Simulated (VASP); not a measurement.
# Sr (I4/mmm) in VASP: further runs

The runs below take Sr through single point, with PBEsol.

All numbers are computed with VASP 6.6.1; they aren't measurements. Logs are shortened: lines on timing, memory, paths and dates and some standing lists are left out, and cuts for length are marked.

**1. The cell of the first run**

It takes space group I4/mmm (No. 139, tetragonal). The conventional cell has a = 4.087 Å, b = 4.087 Å, c = 6.237 Å, α = 90.00°, β = 90.00°, γ = 90.00°. Sr (site symmetry 4/mmm) has 12 Sr at 4.09 to 4.25 Å within 5.4 Å.

**2. Single point, PBEsol (strain -0.050 along x and y, +0.025 along z)**

Contents of INCAR:

```
  ALGO = Normal
  EDIFF = 1E-6
  ENCUT = 520
  GGA = PS
  ISIF = 2
  ISMEAR = 0
  LASPH = T
  LCHARG = T
  LELF = T
  LREAL = F
  LVHAR = T
  LWAVE = F
  NBANDS = 11
  NELM = 100
  PREC = Accurate
  SIGMA = 0.03
```

Contents of KPOINTS:

```
k-points
0
Gamma
  10 10 10
```

Contents of POSCAR:

```
Sr
1.0
    0.0000000000      2.8902325000      3.1184087500
    2.8902325000      0.0000000000      3.1184087500
    2.8902325000      2.8902325000      0.0000000000
Sr
1
Direct
    0.0000000000      0.0000000000      0.0000000000
```

Potentials or basis: VASP PAW PBE potentials, release 64 (Sr_sv).

Command:

```
> cat potpaw_PBE.64/Sr_sv/POTCAR > POTCAR
> mpirun -np 1 vasp_std > vasp.out
```

OUTCAR:

```text
EDIFF = 1E-6
   ENCUT = 520
   GGA = PS
   ISIF = 2
   ISMEAR = 0
   LASPH = T
   LREAL = F
   NELM = 100
   PREC = Accurate

 ion  position               nearest neighbor table
   1  0.000  0.000  0.000-

  LATTYP: Found a body centered tetragonal cell.
 ALAT       =     4.0874059999
 C/A-ratio  =     1.5258620015

  Lattice vectors:

 A1 = (  -2.8902325000,   0.0000000000,   3.1184087500)
 A2 = (   2.8902325000,   0.0000000000,   3.1184087500)
 A3 = (   0.0000000000,   2.8902325000,  -3.1184087500)

Analysis of symmetry for initial positions (statically):
=====================================================================
 Subroutine PRICEL returns:
 Original cell was already a primitive cell.

 Routine SETGRP: Setting up the symmetry group for a
 body centered tetragonal supercell.

 Subroutine GETGRP returns: Found 16 space group operations
 (whereof 16 operations were pure point group operations)
 out of a pool of 16 trial point group operations.

The static configuration has the point symmetry D_4h.

Analysis of symmetry for dynamics (positions and initial velocities):
=====================================================================
 Subroutine PRICEL returns:
 Original cell was already a primitive cell.

 Routine SETGRP: Setting up the symmetry group for a
 body centered tetragonal supercell.

 Subroutine GETGRP returns: Found 16 space group operations
 (whereof 16 operations were pure point group operations)
 out of a pool of 16 trial point group operations.

The dynamic configuration has the point symmetry D_4h.

 Subroutine INISYM returns: Found 16 space group operations
 (whereof 16 operations are pure point group operations),
 and found     1 'primitive' translations

----------------------------------------------------------------------------------------

                                     Primitive cell

  volume of cell :      52.0989

  direct lattice vectors                    reciprocal lattice vectors
     0.000000000  2.890232500  3.118408750    -0.172996463  0.172996463  0.160338185
     2.890232500  0.000000000  3.118408750     0.172996463 -0.172996463  0.160338185
     2.890232500  2.890232500  0.000000000     0.172996463  0.172996463 -0.160338185

  length of vectors
     4.251813382  4.251813382  4.087406000     0.292513053  0.292513053  0.292513053

  position of ions in fractional coordinates (direct lattice)
     0.000000000  0.000000000  0.000000000

  ion indices of the primitive-cell ions
   primitive index   ion index
                 1           1

----------------------------------------------------------------------------------------

 KPOINTS: k-points

Automatic generation of k-mesh.
 Grid dimensions read from file:
 generate k-points for:   10   10   10

 Generating k-lattice:

  Cartesian coordinates                     Fractional coordinates (reciprocal lattice)
    -0.017299646  0.017299646  0.016033819     0.100000000 -0.000000000  0.000000000
     0.017299646 -0.017299646  0.016033819    -0.000000000  0.100000000  0.000000000
     0.017299646  0.017299646 -0.016033819     0.000000000  0.000000000  0.100000000

  Length of vectors
     0.029251305  0.029251305  0.029251305

  Shift w.r.t. Gamma in fractional coordinates (k-lattice)
     0.000000000  0.000000000  0.000000000

 Subroutine IBZKPT returns following result:
 ===========================================

 Found    102 irreducible k-points:

 Following reciprocal coordinates:
            Coordinates               Weight
  0.000000  0.000000  0.000000      1.000000
  0.100000  0.000000  0.000000      8.000000
  0.200000  0.000000  0.000000      8.000000
  0.300000  0.000000  0.000000      8.000000
  0.400000  0.000000  0.000000      8.000000
  0.500000  0.000000  0.000000      4.000000
[... 16 lines left out ...]
  0.300000  0.300000  0.000000      2.000000
  0.400000  0.300000  0.000000      8.000000
 [... further k-points ...]
   k-points           NKPTS =    102   k-points in BZ     NKDIM =    102   number of bands    NBANDS=     11
   number of dos      NEDOS =    301   number of ions     NIONS =      1
   total plane-waves  NPLWV =  30720
   dimension x,y,z NGX =    32 NGY =   32 NGZ =   30
   dimension x,y,z NGXF=    64 NGYF=   64 NGZF=   60
   ions per type =               1
   NGX,Y,Z   is equivalent  to a cutoff of  12.51, 12.51, 12.20 a.u.
   NGXF,Y,Z  is equivalent  to a cutoff of  25.02, 25.02, 24.40 a.u.
 SYSTEM =  unknown system
   PREC   = accura    normal or accurate (medium, high low for compatibility)
   ISTART =      0    job   : 0-new  1-cont  2-samecut
   ICHARG =      2    charge: 1-file 2-atom 10-const
   ISPIN  =      1    spin polarized calculation?
   LNONCOLLINEAR =      F non collinear calculations
   LSORBIT =      F    spin-orbit coupling
   LASPH  =      T    aspherical Exc in radial PAW
   ENCUT  =  520.0 eV  38.22 Ry    6.18 a.u.   7.91  7.91  7.60*2*pi/ulx,y,z
   NELM   =    100;   NELMIN=  2; NELMDL= -5     # of ELM steps
   EDIFF  = 0.1E-05   stopping-criterion for ELM
   LREAL  =      F    real-space projection
[... 7 lines left out ...]
   TEBEG  =    0.0;   TEEND  =   0.0 temperature during run
   PSTRESS=    0.0 pullay stress
   NELECT =      10.0000    total number of electrons
   NUPDOWN=      -1.0000    fix difference up-down
   EMIN   =  10.00;   EMAX   =-10.00  energy-range for DOS
   EFERMI =   0.00;   METHOD = LEGACY
   ISMEAR =     0;   SIGMA  =   0.03  broadening in eV -4-tet -1-fermi 0-gaus
   EFERMI_NEDOS =   21; number of points for ismear=-14 and -15
   IALGO  =     38    algorithm
   IMIX   =      4    mixing-type and parameters
     AMIX     =   0.40;   BMIX     =  1.00
     AMIX_MAG =   1.60;   BMIX_MAG =  1.00
  volume/ion in A,a.u.               =      52.10       351.58
  Fermi-wavevector in a.u.,A,eV,Ry     =   0.944348  1.784559 12.133577  0.891793
  Thomas-Fermi vector in A             =   2.072144
   LORBIT       =      0    0 simple, 1 ext, 2 COOP (PROOUT), +10 PAW based schemes
   GGA     = PS    functional components
   LHFCALC =     F    Hartree Fock is set to
   AEXX    =    0.0000 exact exchange contribution
   IVDW    =     0    specifies the selected vdW correction
   LEPSILON=     F    determine dielectric tensor
   LRPA    =     F    only Hartree local field effects (RPA)
 non-spin polarized calculation
 Gauss-broadening in eV      SIGMA  =   0.03
  energy-cutoff  :      520.00
  volume of cell :       52.10
 maximum number of plane-waves:      1420
   NGX = 15   NGY = 15   NGZ = 15

 number of electron      10.0000000 magnetization

 Free energy of the ion-electron system (eV)
  ---------------------------------------------------
  ext. energy  EPLUGINS =         0.00000000
  ---------------------------------------------------
  free energy    TOTEN  =        -1.83614696 eV

  energy without entropy =       -1.83544687  energy(sigma->0) =       -1.83579692

 E-fermi :   1.7157     XC(G=0):  -7.6002

 val. band max:        1.7065337790   @ k =  -0.4000  -0.0000   0.3000
 cond. band min:       1.7401610958   @ k =  -0.3000   0.4000   0.1000
 fundamental gap:      0.0336273168
 Fermi energy:         1.7156763135

 k-point     1 :       0.0000    0.0000    0.0000
  band No.  band energies     occupation
      1     -34.7517      2.00000
      2     -16.6486      2.00000
      3     -16.6383      2.00000
      4     -16.6383      2.00000
      5      -2.0592      2.00000
      6       3.8013      0.00000
      7       4.2383      0.00000
      8       4.2383      0.00000
      9       5.2358      0.00000
     10       5.9696      0.00000
     11       9.0084      0.00000

 k-point     2 :       0.1000    0.0000    0.0000
  band No.  band energies     occupation
      1     -34.7499      2.00000
      2     -16.6661      2.00000
      3     -16.6492      2.00000
      4     -16.6402      2.00000
      5      -1.8891      2.00000
      6       3.7364      0.00000
      7       4.1077      0.00000
      8       4.3228      0.00000
      9       5.1737      0.00000
     10       5.8317      0.00000
     11       9.4307      0.00000

 k-point     3 :       0.2000    0.0000    0.0000
  band No.  band energies     occupation
      1     -34.7453      2.00000
      2     -16.7275      2.00000
      3     -16.6612      2.00000
      4     -16.6452      2.00000
      5      -1.4048      2.00000
      6       3.2651      0.00000
      7       4.0584      0.00000
      8       4.4749      0.00000
      9       5.2406      0.00000
     10       5.6476      0.00000
     11       9.2117      0.00000

 k-point     4 :       0.3000    0.0000    0.0000
  band No.  band energies     occupation
      1     -34.7396      2.00000
      2     -16.8028      2.00000
      3     -16.6750      2.00000
      4     -16.6513      2.00000
      5      -0.6890      2.00000
      6       2.6721      0.00000
      7       3.9023      0.00000
      8       4.4235      0.00000
      9       5.7338      0.00000
     10       5.8543      0.00000
     11       8.3868      0.00000

 k-point     5 :       0.4000    0.0000    0.0000
  band No.  band energies     occupation
      1     -34.7349      2.00000
      2     -16.8627      2.00000
      3     -16.6860      2.00000
      4     -16.6562      2.00000
      5       0.0898      2.00000
      6       2.1366      0.00000
      7       3.7228      0.00000
      8       4.2525      0.00000
      9       6.3467      0.00000
     10       6.4425      0.00000
     11       7.8577      0.00000

 k-point     6 :       0.5000    0.0000    0.0000
  band No.  band energies     occupation
      1     -34.7331      2.00000
      2     -16.8853      2.00000
      3     -16.6902      2.00000
      4     -16.6580      2.00000
      5       0.5220      2.00000
      6       1.8366      0.00000
      7       3.6488      0.00000
      8       4.1774      0.00000
      9       6.6187      0.00000
     10       6.8307      0.00000
     11       7.6860      0.00000

 k-point     7 :       0.1000    0.1000    0.0000
  band No.  band energies     occupation
      1     -34.7498      2.00000
      2     -16.6703      2.00000
      3     -16.6448      2.00000
      4     -16.6448      2.00000
      5      -1.8550      2.00000
      6       3.5544      0.00000
      7       4.3619      0.00000
      8       4.3619      0.00000
      9       4.8301      0.00000
     10       6.0394      0.00000
     11       9.5069      0.00000

 k-point     8 :       0.2000    0.1000    0.0000
  band No.  band energies     occupation
      1     -34.7465      2.00000
      2     -16.7087      2.00000
      3     -16.6571      2.00000
      4     -16.6520      2.00000
      5      -1.4955      2.00000
      6       3.2677      0.00000
      7       4.1696      0.00000
      8       4.5213      0.00000
      9       4.7859      0.00000
     10       6.0268      0.00000
     11       9.9482      0.00000
[... 141 lines left out ...]
 k-point    19 :       0.5000    0.2000    0.0000
  band No.  band energies     occupation
      1     -34.7326      2.00000
      2     -16.8434      2.00000
      3     -16.7317      2.00000
      4     -16.6746      2.00000
      5       0.7144      2.00000
      6       2.0127      0.00000
      7       2.9780      0.00000
      8       4.7051      0.00000
      9       6.4585      0.00000
     10       6.7339      0.00000
     11       7.2177      0.00000

 k-point    20 :      -0.4000    0.2000    0.0000
  band No.  band energies     occupation
      1     -34.7314      2.00000
      2     -16.8549      2.00000
      3     -16.7426      2.00000
      4     -16.6679      2.00000
      5       1.0757      2.00000
      6       1.8053      0.00002
      7       2.9024      0.00000
      8       4.5942      0.00000
      9       6.3375      0.00000
     10       6.7790      0.00000
     11       7.4535      0.00000

 k-point    21 :      -0.3000    0.2000    0.0000
  band No.  band energies     occupation
      1     -34.7331      2.00000
      2     -16.8430      2.00000
      3     -16.7332      2.00000
      4     -16.6581      2.00000
      5       0.4361      2.00000
      6       2.2407      0.00000
      7       3.0112      0.00000
      8       4.6291      0.00000
      9       5.6960      0.00000
     10       7.2455      0.00000
     11       7.6387      0.00000

 k-point    22 :      -0.2000    0.2000    0.0000
  band No.  band energies     occupation
      1     -34.7371      2.00000
      2     -16.8111      2.00000
      3     -16.7081      2.00000
      4     -16.6490      2.00000
      5      -0.3582      2.00000
      6       2.6060      0.00000
      7       3.4422      0.00000
      8       4.8046      0.00000
      9       5.1318      0.00000
     10       6.5210      0.00000
     11       8.5920      0.00000

 k-point    23 :       0.3000    0.3000    0.0000
  band No.  band energies     occupation
      1     -34.7386      2.00000
      2     -16.7926      2.00000
      3     -16.6826      2.00000
      4     -16.6826      2.00000
      5      -0.4266      2.00000
      6       2.5371      0.00000
      7       3.1408      0.00000
      8       5.3542      0.00000
      9       5.3542      0.00000
     10       6.4905      0.00000
     11      10.0747      0.00000

 k-point    24 :       0.4000    0.3000    0.0000
  band No.  band energies     occupation
      1     -34.7353      2.00000
      2     -16.8211      2.00000
      3     -16.7029      2.00000
      4     -16.6897      2.00000
      5       0.1263      2.00000
      6       2.3559      0.00000
      7       2.7958      0.00000
      8       5.5259      0.00000
      9       5.8452      0.00000
     10       6.7102      0.00000
     11       8.3454      0.00000

 [... further k-points ...]

------------------------ aborting loop because EDIFF is reached ----------------------------------------

  FORCE on cell =-STRESS in cart. coord.  units (eV):
  Direction    XX          YY          ZZ          XY          YZ          ZX
  --------------------------------------------------------------------------------------
  -------------------------------------------------------------------------------------
  Total        0.0189954      0.0189954     -0.1416280      0.0000000      0.0000000      0.0000000
  in kB        0.5841575      0.5841575     -4.3554322      0.0000000      0.0000000      0.0000000
  external PRESSURE =      -1.0623724 kB  Pullay stress =       0.0000000 kB

 VOLUME and BASIS-vectors are now :
 -----------------------------------------------------------------------------
  energy-cutoff  :      520.00
  volume of cell :       52.10
      direct lattice vectors                 reciprocal lattice vectors
     0.000000000  2.890232500  3.118408750    -0.172996463  0.172996463  0.160338185
     2.890232500  0.000000000  3.118408750     0.172996463 -0.172996463  0.160338185
     2.890232500  2.890232500  0.000000000     0.172996463  0.172996463 -0.160338185

 POSITION                                       TOTAL-FORCE (eV/Angst)
 -----------------------------------------------------------------------------------
      0.00000      0.00000      0.00000        -0.000000      0.000000      0.000000
 -----------------------------------------------------------------------------------
    total drift:                               -0.000000     -0.000000      0.000000

  FREE ENERGIE OF THE ION-ELECTRON SYSTEM (eV)
  ---------------------------------------------------
  free  energy   TOTEN  =        -1.8361469646 eV

  energy  without entropy=       -1.8354468700  energy(sigma->0) =       -1.83579692
```

Run time: 21 s. Hardware: 1 thread of Intel Xeon 6975P-C (Granite Rapids), shared host; peak memory 0.21 GiB.

Results:

| Property | Result |
| --- | --- |
| Free energy | -1.8361 eV |
| Pressure | -0.1 GPa |
| Band gap on the k mesh | zero (bands 5 and 6 overlap by 0.03 eV) |

Levels at points of the mesh, in eV from the Fermi level:
| k point | band 3 | band 4 | band 5 | band 6 | band 7 | band 8 |
| --- | --- | --- | --- | --- | --- | --- |
| (0.00, 0.00, 0.00) | -18.35 | -18.35 | -3.77 | 2.09 | 2.52 | 2.52 |
| (0.50, 0.00, 0.00) | -18.41 | -18.37 | -1.19 | 0.12 | 1.93 | 2.46 |
| (0.50, 0.50, 0.00) | -18.42 | -18.42 | -0.88 | 0.37 | 0.72 | 5.10 |
| (0.50, 0.00, 0.50) | -18.48 | -18.44 | -0.68 | 0.22 | 1.38 | 4.88 |

Caveat: the cell differs from its parent crystal (strain -0.050 along x and y, +0.025 along z); the PAW data sets were made with another functional, which shifts forces and pressure a little.

(Continued in part 2 of 2.)
